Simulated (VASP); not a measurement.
Write the native input for VASP 6.6.1 that does the following.

```
Task                   : single point
Functional             : PBE
Dispersion             : D3(BJ)
Potentials or basis    : VASP PAW PBE potentials, release 64 (Zn, O)
Cutoff                 : 520 eV
k mesh                 : 12 × 12 × 6
Occupations            : gaussian, width 0.05 eV
Spin                   : no spin polarisation
Dipole correction      : no
Further INCAR settings : ALGO = Normal; EDIFF = 1e-06; NBANDS = 26
```

The structure of ZnO lies in POSCAR:

```
ZnO
1.0
    3.5184882447      0.0000000000      0.0000000000
   -1.7592441223      3.0471002028      0.0000000000
    0.0000000000      0.0000000000      5.3161523479
Zn O
2 2
Direct
    0.0000000000      0.0000000000      0.7500000000
    0.0000000000      0.0000000000      0.2500000000
    0.3333333333      0.6666666667      0.2500000000
    0.6666666667      0.3333333333      0.7500000000
```

This cell differs from its parent crystal: ratio of the length along z to the lengths across it x 0.8, volume and fractional coordinates fixed.

The input as run:

INCAR

```
SYSTEM = ZnO
ALGO     = Normal         ! electronic algorithm
EDIFF    = 1E-6           ! SCF threshold, eV
ENCUT    = 520            ! plane-wave cutoff, eV
GGA      = PE             ! functional
ISIF     = 2              ! what is computed and relaxed
ISMEAR   = 0              ! smearing method
IVDW     = 12             ! dispersion correction
LASPH    = .TRUE.         ! aspherical terms in the spheres
LCHARG   = .FALSE.        ! write CHGCAR
LREAL    = .FALSE.        ! projectors in reciprocal space
LWAVE    = .FALSE.        ! write WAVECAR
NBANDS   = 26             ! bands
NELM     = 60             ! most SCF steps
PREC     = Accurate       ! precision mode
SIGMA    = 0.05           ! smearing width, eV
```

KPOINTS

```
k-points
0
G
  12 12 6
  0 0 0
```

Potentials or basis: VASP PAW PBE potentials, release 64 (Zn, O).

Launch:

```bash
$ cat potpaw_PBE.64/Zn/POTCAR potpaw_PBE.64/O/POTCAR > POTCAR
$ mpirun -np 1 vasp_std > vasp.out
```

Results of the run:

* Pressure: -14.8 GPa
* Band gap on the k mesh: zero (filled and empty bands touch)
* Dispersion energy per atom: -0.189 eV

Caveat: the stress differs along the axes, from -25 to 6 GPa; semilocal functionals underestimate gaps, and a narrow one can read as zero.

Run time: 2.9 min on 1 thread of Intel Xeon 8259CL, on a shared host, peak memory 0.24 GiB.
